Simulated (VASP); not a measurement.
The system is Cu.

```
Cu
1.0
     2.53410    0.00000    0.00000
    -1.26705    2.19459    0.00000
     0.00000    0.00000    4.17426
Cu
2
Direct
  0.33333 0.66667 0.25000
  0.66667 0.33333 0.75000
```

This cell differs from its parent crystal: strain +0.0150 x Voigt [0, 0, 1, 0, 0, 0].

Base run:

```yaml
Program: VASP 6.6.1
Functional: LDA
Potentials_or_basis: VASP PAW LDA potentials, release 64 (Cu_sv_GW)
Cutoff: 700 eV
k_mesh: 21 × 21 × 12
Occupations: gaussian, width 0.15 eV
Spin: no spin polarisation
```

Its results: band gap on the k mesh zero (band 19 reaches 11.52 eV, above the bottom of band 20 at 5.43 eV); pressure -14.4 GPa.

Q: The run is repeated on the same cell with these changes: potentials or basis from VASP PAW LDA potentials, release 64 (Cu_sv_GW) to VASP PAW LDA potentials, release 64 (Cu); cutoff from 700 eV to 520 eV; further incar settings from ALGO = Normal; EDIFF = 1e-06; NBANDS = 26 to ALGO = Fast; EDIFF = 1e-06; NBANDS = 18; valence electrons from 38 to 22. What comes out?

A: Band gap on the k mesh zero (band 11 reaches 11.68 eV, above the bottom of band 12 at 5.54 eV); pressure -9.1 GPa.
